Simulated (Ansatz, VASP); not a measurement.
**NaCl in VASP and in Ansatz**

File INCAR:

```
SYSTEM = NaCl
PREC = Accurate ; ENCUT = 520
EDIFF = 1E-6 ; ISMEAR = 0
SIGMA = 0.02 ; LREAL = .FALSE.
LASPH = .TRUE. ; NELM = 60
ALGO = Normal ; ISIF = 2
LWAVE = .FALSE. ; LCHARG = .FALSE.
GGA = PE ; NBANDS = 14
```

File KPOINTS:

```
Automatic mesh
0
G
  8 8 8
  0 0 0
```

POSCAR

```
NaCl
1.0
    0.0000000000      2.9039019432      2.9039019432
    2.9039019432      0.0000000000      2.9039019432
    2.9039019432      2.9039019432      0.0000000000
Na Cl
1 1
Direct
    0.0000000000      0.0000000000      0.0000000000
    0.5000000000      0.5000000000      0.5000000000
```

Input for Ansatz:

```yaml
crystal:
  lattice:
    - [0.0, 2.9039019432, 2.9039019432]
    - [2.9039019432, 0.0, 2.9039019432]
    - [2.9039019432, 2.9039019432, 0.0]
  atoms:
    - { symbol: Na, position: [0.0, 0.0, 0.0] }
    - { symbol: Cl, position: [0.5, 0.5, 0.5] }
basis:
  ecutwfc: 420
kpoints:
  mp_grid: { grid: [8, 8, 8] }
hamiltonian:
  xc: pbe
scf:
  occupations: { method: gaussian, width: 0.02 }
output:
  forces: true
  stress: true
  eigenvalues: true
```

Alike in both runs: task single point; functional PBE; k mesh 8 × 8 × 8; occupations gaussian, width 0.02 eV; no spin polarisation.

|  | VASP | Ansatz |
| --- | --- | --- |
| version | VASP 6.6.1 | Ansatz 0.2.0 |
| potentials or method | VASP PAW PBE potentials, release 64 (Na_pv, Cl), cutoff 520 eV | scalar-relativistic, plane waves, PAW |
| valence electrons in the cell | 14 | 16 |

|  | VASP | Ansatz | Ansatz less VASP |
| --- | --- | --- | --- |
| gap on the k mesh at the Fermi level (eV) | 4.79 | 4.79 | +0.001 |
| least direct gap on the mesh (eV) | 4.79 | 4.79 | +0.001 |
| pressure (GPa) | -1.2 | -1.2 | +0.03 |

The functional is the same, so the differences come from potentials, cutoffs and numerics. VASP's potentials hold 14 valence electrons a cell and Ansatz's 16, so a difference there can come from the potentials and not from the codes.
